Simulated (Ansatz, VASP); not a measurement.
# One calculation of KZnF3, two programs

```xyz
5
Lattice="4.0474 0.0000 0.0000 0.0000 4.0474 0.0000 0.0000 0.0000 4.0474" Properties=species:S:1:pos:R:3 pbc="T T T"
K     0.0000    0.0000    0.0000
Zn    2.0237    2.0237    2.0237
F     0.0000    2.0237    2.0237
F     2.0237    0.0000    2.0237
F     2.0237    2.0237    0.0000
```

Alike in both runs: task relaxation of cell and atoms; functional PBEsol; k mesh 6 × 6 × 6; occupations gaussian, width 0.02 eV; no spin polarisation.

```csv
,VASP,Ansatz
version,VASP 6.6.1,Ansatz 0.2.0
potentials or method,"VASP PAW PBE potentials, release 64 (K_sv, Zn, F), cutoff 600 eV","scalar-relativistic, plane waves, PAW"
valence electrons in the cell,42,42
```

|  | VASP | Ansatz | Ansatz less VASP |
| --- | --- | --- | --- |
| gap on the k mesh at the Fermi level, each at its own relaxed structure (eV) | 3.63 | 3.71 | +0.083 |
| relaxed volume (Å³/atom) | 13.35 | 13.31 | -0.050 |
| relaxed length of the cell vector where the two differ most in proportion (Å) | 4.057 | 4.052 | -0.0050 |

VASP's potentials were made for PBE, not for PBEsol.
